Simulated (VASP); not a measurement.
Here is a VASP 6.6.1 calculation.

Contents of INCAR:

```
SYSTEM = BN
PREC = Accurate
ENCUT = 520
EDIFF = 1E-6
ISMEAR = 0
SIGMA = 0.1
LREAL = .False.
LASPH = .True.
NELM = 100
ALGO = Normal
ISIF = 2
LWAVE = .False.
LCHARG = .False.
GGA = PE
NBANDS = 16
```

File KPOINTS:

```
Automatic mesh
0
Gamma
  6 6 4
  0 0 0
```

The input POSCAR:

```
BN
1.0
    2.5539396017      0.0000000000      0.0000000000
   -1.2769698009      2.2117765748      0.0000000000
    0.0000000000      0.0000000000      4.2268550000
B N
2 2
Direct
    0.6666666667      0.3333333333      0.9997240000
    0.3333333333      0.6666666667      0.4997240000
    0.6666666667      0.3333333333      0.6252760000
    0.3333333333      0.6666666667      0.1252760000
```

Potentials or basis: VASP PAW PBE potentials, release 64 (B, N).

Command:

```bash
$ cat potpaw_PBE.64/B/POTCAR potpaw_PBE.64/N/POTCAR > POTCAR
$ mpirun -np 1 vasp_std > vasp.out
```

(1) What does it give for the pressure?

(2) Predict the band gap on the k mesh.

Results:

(1) 0.2 GPa.

(2) 5.20 eV, indirect (least direct gap 8.25 eV).

Caveat: the k points lie up to 0.47 Å⁻¹ apart.
